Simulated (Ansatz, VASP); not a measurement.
# One calculation of I, two programs

```
I
1.0
     0.00000    2.36560    3.90984
     2.19225    0.00000    3.90984
     2.19225    2.36560    0.00000
I
1
Direct
  0.00000 0.00000 0.00000
```

Alike in both runs: task single point; functional PBE; k mesh 9 × 9 × 9; occupations gaussian, width 0.016 eV; no spin polarisation.

```csv
,VASP,Ansatz
version,VASP 6.6.1,Ansatz 0.2.0
potentials or method,"VASP PAW PBE potentials, release 64 (I), cutoff 520 eV","all-electron LAPW, scalar-relativistic"
```

Ansatz gave:

- gap on the k mesh at the Fermi level (eV): none
- pressure (GPa): 0.5
- traceless stress, the component that is largest in VASP (GPa): 0.31

Task: Which values does VASP return?

Result: gap on the k mesh at the Fermi level (eV): none; pressure (GPa): 0.4; traceless stress, the component that is largest in VASP (GPa): 0.35.

A gap of «none» marks a metal or a gap that the smearing closes. Ansatz ran all-electron here, and VASP with PAW potentials.

Neither program's run includes spin-orbit coupling.
